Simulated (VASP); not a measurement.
**Nb: single point with PBEsol**

Nb:

```
CELL_PARAMETERS angstrom
6.81305 0.00000 0.00000
0.00000 6.81305 0.00000
0.00000 0.00000 6.81305
ATOMIC_POSITIONS crystal
Nb 0.95165 0.05070 0.00327
Nb 0.46772 0.03882 0.99077
Nb 0.98666 0.55855 0.00653
Nb 0.96778 0.03668 0.48696
Nb 0.22809 0.29188 0.25874
Nb 0.46794 0.53148 0.01805
Nb 0.48112 0.03074 0.48564
Nb 0.70910 0.30298 0.25042
Nb 0.97668 0.53910 0.50626
Nb 0.19080 0.82393 0.23524
Nb 0.24446 0.34077 0.75692
Nb 0.48365 0.56486 0.49531
Nb 0.73327 0.80924 0.26514
Nb 0.71074 0.29725 0.75210
Nb 0.23909 0.79765 0.76217
Nb 0.71698 0.81317 0.74903
```

* Program: VASP 6.6.1
* Task: single point
* Functional: PBEsol
* Potentials or basis: VASP PAW PBE potentials, release 64 (Nb_sv)
* Cutoff: 520 eV
* k mesh: 2 × 2 × 2
* Occupations: fermi-dirac, width 0.17 eV
* Spin: no spin polarisation
* Dipole correction: no
* Further INCAR settings: LREAL = Auto; ALGO = Normal; EDIFF = 1e-07; NBANDS = 118

```yaml
Pressure: -15.2 GPa
Largest_force: 2.099 eV/Å
Band_gap_on_the_k_mesh: zero (band 104 reaches 10.49 eV, above the bottom of band 105 at 9.10 eV)
```

Forces on the atoms (eV/Å):
```
Nb   0.627  0.527 -0.480
Nb   0.088  0.919  0.478
Nb  -0.843 -0.404 -0.010
Nb   0.005  1.247  0.950
Nb  -0.575  0.333 -0.404
Nb   0.322  1.265 -0.586
Nb  -0.534  1.153  0.671
Nb   0.781 -0.582  0.173
Nb  -0.028  0.755  0.108
Nb   1.481 -1.310  0.704
Nb  -0.703 -1.689 -0.401
Nb  -0.278 -0.614  0.484
Nb  -0.646 -0.879 -1.029
Nb   0.578  0.134 -0.201
Nb  -0.857  0.094 -0.597
Nb   0.584 -0.950  0.138
```

Stress tensor (GPa, compression positive):
```
-14.84   0.04  -0.07
  0.04 -15.22   0.18
 -0.07   0.18 -15.48
```

Levels at points of the mesh, in eV from the Fermi level:
| k point | band 102 | band 103 | band 104 | band 105 | band 106 | band 107 |
| --- | --- | --- | --- | --- | --- | --- |
| (0.00, 0.00, 0.00) | 0.46 | 0.52 | 0.60 | 0.65 | 0.68 | 0.76 |
| (0.50, 0.00, 0.00) | -0.07 | 0.19 | 0.23 | 0.30 | 0.32 | 0.38 |
| (0.00, 0.50, 0.00) | -0.02 | 0.10 | 0.25 | 0.27 | 0.31 | 0.34 |
| (0.00, 0.00, 0.50) | 0.06 | 0.11 | 0.20 | 0.24 | 0.29 | 0.36 |
| (0.50, 0.50, 0.00) | -0.40 | -0.35 | -0.32 | -0.27 | -0.04 | 0.05 |
| (0.00, 0.50, 0.50) | -0.39 | -0.35 | -0.29 | -0.24 | -0.13 | 0.03 |
| (0.50, 0.00, 0.50) | -0.38 | -0.36 | -0.34 | -0.23 | -0.17 | -0.11 |
| (0.50, 0.50, 0.50) | -0.91 | -0.85 | -0.84 | -0.79 | -0.73 | -0.69 |

Wall time 27 min on 1 thread of Intel(R) Xeon(R) Platinum 8259CL CPU @ 2.50GHz (Skylake/Cascade Lake), on a shared host, peak memory 0.48 GiB.

Caveat: the k points lie up to 0.46 Å⁻¹ apart; the PAW data sets were made with another functional, which shifts forces and pressure a little.
